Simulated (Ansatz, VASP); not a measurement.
**Li2BrCl in VASP and in Ansatz**

Contents of INCAR:

```
ALGO = Normal
EDIFF = 1E-6
ENCUT = 520
GGA = PS
ISIF = 2
ISMEAR = 0
LASPH = True
LCHARG = False
LREAL = False
LWAVE = False
NBANDS = 18
NELM = 80
PREC = Accurate
SIGMA = 0.01
```

The input KPOINTS:

```
k-points
0
Gamma
  4 4 4
```

File POSCAR:

```
Li2BrCl
1.0
    1.8760659207      1.0831471643      6.1164156592
   -1.8760659207      1.0831471643      6.1164156592
    0.0000000000     -2.1662943287      6.1164156592
Cl Br Li
1 1 2
Direct
    1.0000000000      0.0000000000      0.0000000000
    0.5000000000      0.5000000000      0.5000000000
    0.2543610294      0.2543610294      0.2543610294
    0.7456389706      0.7456389706      0.7456389706
```

Input for Ansatz:

```yaml
crystal:
  lattice:
    - [1.8760659207, 1.0831471643, 6.1164156592]
    - [-1.8760659207, 1.0831471643, 6.1164156592]
    - [0.0, -2.1662943287, 6.1164156592]
  atoms:
    - { symbol: Cl, position: [1.0, 0.0, 0.0] }
    - { symbol: Br, position: [0.5, 0.5, 0.5] }
    - { symbol: Li, position: [0.2543610294, 0.2543610294, 0.2543610294] }
    - { symbol: Li, position: [0.7456389706, 0.7456389706, 0.7456389706] }
kpoints:
  mp_grid: { grid: [4, 4, 4] }
hamiltonian:
  xc: pbesol
scf:
  occupations: { method: fixed }
output:
  optics:
    e_range: [0, 6]
    de: 0.2
    sigma: 0.25
    scissors: 1.5
    scheme: gaussian
    bands: auto
```

Alike in both runs: task single point; functional PBEsol; k mesh 4 × 4 × 4; no spin polarisation.

```csv
,VASP,Ansatz
version,VASP 6.6.1,Ansatz 0.2.0
potentials or method,"VASP PAW PBE potentials, release 64 (Cl, Br, Li_sv)","plane waves, PAW"
plane-wave cutoff (eV),520,420
occupations,"gaussian, width 0.01 eV",fixed
valence electrons in the cell,20,20
```

|  | VASP | Ansatz | Ansatz less VASP |
| --- | --- | --- | --- |
| gap on the k mesh at the Fermi level (eV) | 4.92 | 4.91 | -0.009 |

VASP's potentials were made for PBE, not for PBEsol.

The k mesh is coarse, so the values compare programs but aren't converged. Noted on VASP's run: the cutoff is under 1.25 times that of the potentials, so the pressure is a little rough.
